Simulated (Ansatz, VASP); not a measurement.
CdSe: VASP beside Ansatz

```
Cd Se
1.0
     0.00000    3.07027    3.07027
     3.07027    0.00000    3.07027
     3.07027    3.07027    0.00000
Cd Se
1 1
Direct
  0.00000 0.00000 0.00000
  0.25000 0.25000 0.25000
```

Alike in both runs: functional LDA; k mesh 6 × 6 × 6; occupations fermi-dirac, width 0.05 eV; non-collinear spin, spin-orbit coupling.

|  | VASP | Ansatz |
| --- | --- | --- |
| version | VASP 6.6.1 | Ansatz 0.2.0 |
| potentials or method | VASP PAW LDA potentials, release 64 (Cd, Se), cutoff 520 eV | all-electron LAPW, relativistic spinors |
| task | single point | band structure |

```csv
,VASP,Ansatz,Ansatz less VASP
pressure (GPa),-2.9,-3.3,-0.37
net moment per atom (μB),0.00,0.00,0.000
```

LDA's correlation is that of Perdew and Zunger in VASP and of Perdew and Wang (1992) in Ansatz. Ansatz ran all-electron here, and VASP with PAW potentials.
